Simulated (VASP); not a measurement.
# TiB2 (P-1) in VASP: electric field gradients with PBEsol

Aim: the electric field gradients of TiB2 with PBEsol.

All numbers are computed with VASP 6.6.1; they aren't measurements. Logs are shortened: lines on timing, memory, paths and dates and some standing lists are left out, and cuts for length are marked.

## (1) The cell of the first run

The typed cell holds 3 atoms: a = 3.030 Å, b = 3.069 Å, c = 3.229 Å, α = 90.62°, β = 91.71°, γ = 121.27°.

## (2) Electric field gradients, PBEsol (equal xy, yz and zx shear strains of -3 %)

File INCAR:

```
SYSTEM = TiB2
PREC = Accurate ; ENCUT = 520
EDIFF = 1E-8 ; ISMEAR = -1
SIGMA = 0.08 ; LREAL = .FALSE.
LASPH = .TRUE. ; NELM = 100
ALGO = Normal ; ISIF = 2
LWAVE = .FALSE. ; LCHARG = .FALSE.
GGA = PS ; LEFG = .TRUE.
NBANDS = 16
```

File KPOINTS:

```
regular mesh
0
G
  15 15 13
  0 0 0
```

File POSCAR:

```
TiB2
1.0
    3.0291982016     -0.0454379730     -0.0454379730
   -1.5539495397      2.6460815822     -0.0166314524
   -0.0484260000     -0.0484260000      3.2284000000
Ti B
1 2
Direct
    0.0000000000      0.0000000000      0.0000000000
    0.3333333333      0.6666666667      0.5000000000
    0.6666666667      0.3333333333      0.5000000000
```

Potentials or basis: VASP PAW PBE potentials, release 64 (Ti_sv, B).

Command:

```console
cat potpaw_PBE.64/Ti_sv/POTCAR potpaw_PBE.64/B/POTCAR > POTCAR
mpirun -np 1 vasp_std > vasp.out
```

OUTCAR:

```text
SYSTEM = TiB2
   PREC = Accurate
   ENCUT = 520
   EDIFF = 1E-8
   ISMEAR = -1
   LREAL = .FALSE.
   LASPH = .TRUE.
   NELM = 100
   ISIF = 2
   GGA = PS

 ion  position               nearest neighbor table
   1  0.000  0.000  0.000-   3 2.31   2 2.31   3 2.34   2 2.34   2 2.38   3 2.38   2 2.41   3 2.41
                             2 2.41   3 2.41   3 2.42   2 2.42
   2  0.333  0.667  0.500-   3 1.73   3 1.75   3 1.77   1 2.31   1 2.34   1 2.38   1 2.41   1 2.41
                             1 2.42
   3  0.667  0.333  0.500-   2 1.73   2 1.75   2 1.77   1 2.31   1 2.34   1 2.38   1 2.41   1 2.41
                             1 2.42

  LATTYP: Found a triclinic cell.
 ALAT       =     2.9905782735
 B/A-ratio  =     1.0261151964
 C/A-ratio  =     1.0797665244
 COS(alpha) =     0.0107557748
 COS(beta)  =     0.0411893907
 COS(gamma) =     0.5001661615

  Lattice vectors:

 A1 = (  -1.4752486619,  -2.6006436092,   0.0620694254)
 A2 = (   1.5539495397,  -2.6460815822,   0.0166314524)
 A3 = (  -0.0484260000,  -0.0484260000,   3.2284000000)

Analysis of symmetry for initial positions (statically):
=====================================================================
 Subroutine PRICEL returns:
 Original cell was already a primitive cell.

 Routine SETGRP: Setting up the symmetry group for a
 triclinic supercell.

 Subroutine GETGRP returns: Found  2 space group operations
 (whereof  2 operations were pure point group operations)
 out of a pool of  2 trial point group operations.

The static configuration has the point symmetry S_2 .

Analysis of symmetry for dynamics (positions and initial velocities):
=====================================================================
 Subroutine PRICEL returns:
 Original cell was already a primitive cell.

 Routine SETGRP: Setting up the symmetry group for a
 triclinic supercell.

 Subroutine GETGRP returns: Found  2 space group operations
 (whereof  2 operations were pure point group operations)
 out of a pool of  2 trial point group operations.

The dynamic configuration has the point symmetry S_2 .

 Subroutine INISYM returns: Found  2 space group operations
 (whereof  2 operations are pure point group operations),
 and found     1 'primitive' translations

----------------------------------------------------------------------------------------

[... 139 lines left out ...]
  energy without entropy =      -25.71898545  energy(sigma->0) =      -25.72296863

 E-fermi :   9.9142     XC(G=0): -12.8736

 val. band max:        9.9126358875   @ k =  -0.2667   0.4667   0.0000
 cond. band min:       9.9207115474   @ k =   0.0667   0.0667   0.3077
 fundamental gap:      0.0080756599
 Fermi energy:         9.9142368149

 k-point     1 :       0.0000    0.0000    0.0000
  band No.  band energies     occupation
      1     -46.7797      2.00000
      2     -23.2425      2.00000
      3     -22.9404      2.00000
      4     -22.8953      2.00000
      5      -3.5575      2.00000
      6       7.1602      2.00000
[... 433 lines left out ...]
      3     -22.9926      2.00000
      4     -22.9293      2.00000
      5      -3.2169      2.00000
      6       6.3883      2.00000
[... 8 lines left out ...]
     15      17.2787      0.00000
     16      18.1541      0.00000

 [... further k-points ...]

------------------------ aborting loop because EDIFF is reached ----------------------------------------

  FORCE on cell =-STRESS in cart. coord.  units (eV):
  Direction    XX          YY          ZZ          XY          YZ          ZX
  --------------------------------------------------------------------------------------
  -------------------------------------------------------------------------------------
  Total       -0.4767216     -0.5030208     -0.9238201      1.4672375      1.2839471      1.2858066
  in kB      -29.7919029    -31.4354279    -57.7325598     91.6925033     80.2380858     80.3542866
  external PRESSURE =     -39.6532969 kB  Pullay stress =       0.0000000 kB

 VOLUME and BASIS-vectors are now :
 -----------------------------------------------------------------------------
  energy-cutoff  :      520.00
  volume of cell :       25.64
      direct lattice vectors                 reciprocal lattice vectors
     3.029198202 -0.045437973 -0.045437973     0.333175035  0.195711704  0.007933301
    -1.553949540  2.646081582 -0.016631452     0.005807579  0.381364384  0.005807579
    -0.048426000 -0.048426000  3.228400000     0.004719176  0.004719176  0.309892535

 POSITION                                       TOTAL-FORCE (eV/Angst)
 -----------------------------------------------------------------------------------
      0.00000      0.00000      0.00000         0.000000     -0.000000      0.000000
     -0.05045      1.72470      1.58797         0.103868      0.012836     -0.011260
      1.47727      0.82752      1.57836        -0.103868     -0.012836      0.011260
 -----------------------------------------------------------------------------------
    total drift:                               -0.000000      0.000000      0.000000

  FREE ENERGIE OF THE ION-ELECTRON SYSTEM (eV)
  ---------------------------------------------------
  free  energy   TOTEN  =       -25.7269518049 eV

  energy  without entropy=      -25.7189854534  energy(sigma->0) =      -25.72296863

 Electric field gradients (V/A^2)
---------------------------------------------------------------------
 ion       V_xx      V_yy      V_zz      V_xy      V_xz      V_yz
---------------------------------------------------------------------
   1      -9.146    -9.131    18.277    -8.637   -15.251   -15.262
   2      -2.349    -2.282     4.631    -1.424    -1.042    -1.044
   3      -2.349    -2.282     4.631    -1.424    -1.042    -1.044
---------------------------------------------------------------------

 Electric field gradients after diagonalization (V/A^2)
 (convention: |V_zz| > |V_xx| > |V_yy|)
----------------------------------------------------------------------
 ion       V_xx      V_yy      V_zz     asymmetry (V_yy - V_xx)/ V_zz
----------------------------------------------------------------------
   1     -27.864    -0.502    28.366       0.965
   2      -3.992    -0.891     4.883       0.635
   3      -3.992    -0.891     4.883       0.635
----------------------------------------------------------------------

           NMR quadrupolar parameters

 Cq : quadrupolar parameter    Cq=e*Q*V_zz/h
 eta: asymmetry parameters     (V_yy - V_xx)/ V_zz
 Q  : nuclear electric quadrupole moment in mb (millibarn)
----------------------------------------------------------------------
 ion       Cq(MHz)       eta       Q (mb)
----------------------------------------------------------------------
   1       0.069       0.965       1.000
   2       0.012       0.635       1.000
   3       0.012       0.635       1.000
----------------------------------------------------------------------
```

It took 6.9 min on 1 thread of Intel Xeon Platinum 8259CL at 2.50GHz (Skylake/Cascade Lake), shared host; peak memory 0.64 GiB.

What came out:

```yaml
Free_energy: -25.7270 eV
Pressure: -4.0 GPa
Largest_force: 0.105 eV/Å
Band_gap_on_the_k_mesh: zero (bands 9 and 10 overlap by 0.40 eV)
Largest_electric_field_gradient_by_atom: Ti +28.4; B +4.9 V/Å²
```

Forces on the atoms (eV/Å):
```
Ti   0.000  0.000  0.000
B    0.104  0.013 -0.011
B   -0.104 -0.013  0.011
```

Levels at points of the mesh, in eV from the Fermi level:
```csv
k point,band 7,band 8,band 9,band 10,band 11,band 12
"(0.00, 0.00, 0.00)",-2.47,-2.30,-2.12,1.83,1.89,3.68
```

Electric field gradients, principal values (V/Å²):
| atom | least | middle | greatest (by size) |
| --- | --- | --- | --- |
| 1 Ti | -0.502 | -27.864 | 28.366 |
| 2 B | -0.891 | -3.992 | 4.883 |
| 3 B | -0.891 | -3.992 | 4.883 |

Caveat: the cell differs from its parent crystal (equal xy, yz and zx shear strains of -3 %); the cell stands under tension; without QUAD_EFG the Cq values of the log hold for a quadrupole moment of 1 mb, not for the nuclei; the PAW data sets were made with another functional, which shifts forces and pressure a little.
